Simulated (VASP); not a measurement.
Crystal: Ti.

```
CELL_PARAMETERS angstrom
2.92000 0.00000 0.00000
-1.46000 2.52879 0.00000
0.00000 0.00000 4.76836
ATOMIC_POSITIONS crystal
Ti 0.33333 0.66667 0.25000
Ti 0.66667 0.33333 0.75000
```

| Property | Result |
| --- | --- |
| Program | VASP 6.6.1 |
| Task | relaxation of cell and atoms |
| Functional | LDA |
| Potentials or basis | VASP PAW LDA potentials, release 64 (Ti_sv) |
| Cutoff | 600 eV |
| k mesh | 8 × 8 × 4 |
| Occupations | methfessel-paxton, width 0.05 eV |
| Spin | no spin polarisation |

At the start: pressure -9.8 GPa; volume 17.60 Å³/atom.

Question: Where does the relaxation end?

Answer: Over 9 steps the energy falls by 57.0 meV/atom and the volume is 16.08 Å³/atom (-8.7 %); space group P6_3/mmc (No. 194, to 0.1 Å) before and after.

The path:
```tsv
step	energy change (eV)	largest force (eV/Å)	pressure (GPa)	volume (Å³)
1	0.0000	0.0000	-9.77	35.21
2	-0.0489	0.0000	10.04	30.01
3	-0.1082	0.0000	0.21	32.07
4	-0.1081	0.0000	0.45	32.00
5	-0.1132	0.0000	0.54	32.01
6	-0.1137	0.0000	0.56	32.01
7	-0.1137	0.0000	0.57	32.01
8	-0.1138	0.0000	-0.50	32.28
9	-0.1140	0.0000	-0.01	32.15
```

Final structure:
```
CELL_PARAMETERS angstrom
2.86655 0.00000 0.00000
-1.43327 2.48250 0.00000
0.00000 0.00000 4.51824
ATOMIC_POSITIONS crystal
Ti 0.33333 0.66667 0.25000
Ti 0.66667 0.33333 0.75000
```
